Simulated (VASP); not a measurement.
Write the native input for VASP 6.6.1 that does the following.

| Quantity | Value |
| --- | --- |
| Task | single point |
| Functional | PBE |
| Dispersion | D3(BJ) |
| Potentials or basis | VASP PAW PBE potentials, release 64 (Si, Fe) |
| Cutoff | 520 eV |
| k mesh | 2 × 2 × 2 |
| Occupations | gaussian, width 0.05 eV |
| Spin | collinear spin, ferromagnetic start |
| Starting moments | [0.0, 0.0, 0.0, 0.0, 0.0, 0.0, 0.0, 0.0, 0.0, 0.0, 0.0, 0.0, 0.0, 0.0, 0.0, 0.0, 1.66] μB |
| Dipole correction | no |
| Further INCAR settings | LREAL = Auto; ALGO = Normal; EDIFF = 1e-07; NBANDS = 54 |

The structure of FeSi16 (a cell with a defect) lies in POSCAR:

```
FeSi16
1.0
    0.0000000000      5.4300000000      5.4300000000
    5.4300000000      0.0000000000      5.4300000000
    5.4300000000      5.4300000000      0.0000000000
Si Fe
16 1
Direct
    0.0065024862      0.0014557090     -0.0088188766
    0.1177078269      0.1199501842      0.1340592081
    0.0062431860     -0.0077744936      0.5050452118
    0.1517844383      0.1133192449      0.6221426335
   -0.0089418048      0.4942447514      0.0210460405
    0.1177136280      0.6288764273      0.1340532228
    0.0062267956      0.4970730203      0.5050400552
    0.1145388582      0.6197445672      0.6465340700
    0.4911065378     -0.0051203499      0.0021463168
    0.6309760589      0.1404935543      0.0886233886
    0.5247391344      0.0051382136      0.4655936464
    0.6165230203      0.1177782689      0.6318325967
    0.4911120626      0.5124551565      0.0021430018
    0.6164184162      0.6222399632      0.1396887661
    0.4885671271      0.5000490792      0.5119393186
    0.6165042357      0.6344705341      0.6318309392
    0.8010781768      0.2861496317      0.6272129834
```

One way to write it, as run:

INCAR

```
SYSTEM = FeSi16
ALGO     = Normal         ! electronic algorithm
EDIFF    = 1E-7           ! SCF threshold, eV
ENCUT    = 520            ! plane-wave cutoff, eV
GGA      = PE             ! functional
ISIF     = 2              ! what is computed and relaxed
ISMEAR   = 0              ! smearing method
ISPIN    = 2              ! spin polarisation
IVDW     = 12             ! dispersion correction
LASPH    = .True.         ! aspherical terms in the spheres
LCHARG   = .False.        ! write CHGCAR
LMAXMIX  = 4              ! l up to which the mixer works
LORBIT   = 11             ! projections on sites
LREAL    = Auto         
LWAVE    = .False.        ! write WAVECAR
MAGMOM   = 0 0 0 0 0 0 0 0 0 0 0 0 0 0 0 0 1.66 ! initial moments
NBANDS   = 54             ! bands
NELM     = 150            ! most SCF steps
PREC     = Accurate       ! precision mode
SIGMA    = 0.05           ! smearing width, eV
```

KPOINTS

```
k-points
0
Gamma
  2 2 2
  0 0 0
```

Potentials or basis: VASP PAW PBE potentials, release 64 (Si, Fe).

Command:

```bash
$ cat potpaw_PBE.64/Si/POTCAR potpaw_PBE.64/Fe/POTCAR > POTCAR
$ mpirun -np 1 vasp_std > vasp.out
```

Results of the run:

```json
{
  "Pressure": "0.5 GPa",
  "Largest force": "0.045 eV/Å",
  "Band gap on the k mesh": "zero (filled and empty bands overlap)",
  "Net moment": "2.00 μB per cell",
  "Site moments": "Si +0.01, +0.02, +0.00, -0.00 (each value once); Fe +1.65 μB",
  "Valence electrons inside the program's atomic spheres": "Si 1.69, 1.70, 1.68 (each value once); Fe 7.46",
  "Dispersion energy per atom": "-0.325 eV"
}
```

Caveat: the k points lie up to 0.50 Å⁻¹ apart.

Wall time 38 min on 1 thread of Intel Xeon 8259CL, with other jobs on the host, peak memory 0.73 GiB.
